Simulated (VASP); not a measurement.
Here is a VASP 6.6.1 calculation.

File INCAR:

```
SYSTEM = Ti
PREC     = Accurate       ! precision mode
ENCUT    = 600            ! plane-wave cutoff, eV
EDIFF    = 1E-7           ! SCF threshold, eV
ISMEAR   = -1             ! smearing method
SIGMA    = 0.1            ! smearing width, eV
LREAL    = .False.        ! projectors in reciprocal space
LASPH    = .True.         ! aspherical terms in the spheres
NELM     = 60             ! most SCF steps
ALGO     = Normal         ! electronic algorithm
ISIF     = 3              ! what is computed and relaxed
LWAVE    = .False.        ! write WAVECAR
LCHARG   = .False.        ! write CHGCAR
GGA      = PE             ! functional
IBRION   = 2              ! ionic algorithm
NSW      = 80             ! ionic steps
EDIFFG   = -0.01          ! ionic threshold
```

KPOINTS

```
regular mesh
0
Gamma
  12 12 12
  0 0 0
```

POSCAR

```
Ti
1.0
    2.6717143674      0.0000000000      0.0000000000
    0.0000000000      2.6717143674      0.0000000000
    0.0000000000      0.0000000000      2.6717143674
Ti
1
Direct
    0.0000000000      0.0000000000      0.0000000000
```

Potentials or basis: VASP PAW PBE potentials, release 64 (Ti_sv).

Command:

```bash
$ cat potpaw_PBE.64/Ti_sv/POTCAR > POTCAR
$ mpirun -np 1 vasp_std > vasp.out
```

Task: Predict the space group after relaxing (to 0.05 Å).

Result: Pm-3m (No. 221).

Task: Estimate the relaxed volume.

Result: 18.47 Å³/atom.

Task: Predict the band gap on the k mesh.

Result: Zero (band 6 reaches 8.38 eV, above the bottom of band 7 at 6.22 eV).

Task: What does it give for the relaxed cell?

Result: a = 2.643 Å, b = 2.643 Å, c = 2.643 Å, α = 90.00°, β = 90.00°, γ = 90.00°.

Step by step:
```tsv
step	energy change (eV)	largest force (eV/Å)	pressure (GPa)	volume (Å³)
1	0.0000	0.0000	-2.35	19.07
2	-0.0042	0.0000	0.67	18.31
3	-0.0045	0.0000	0.01	18.47
```
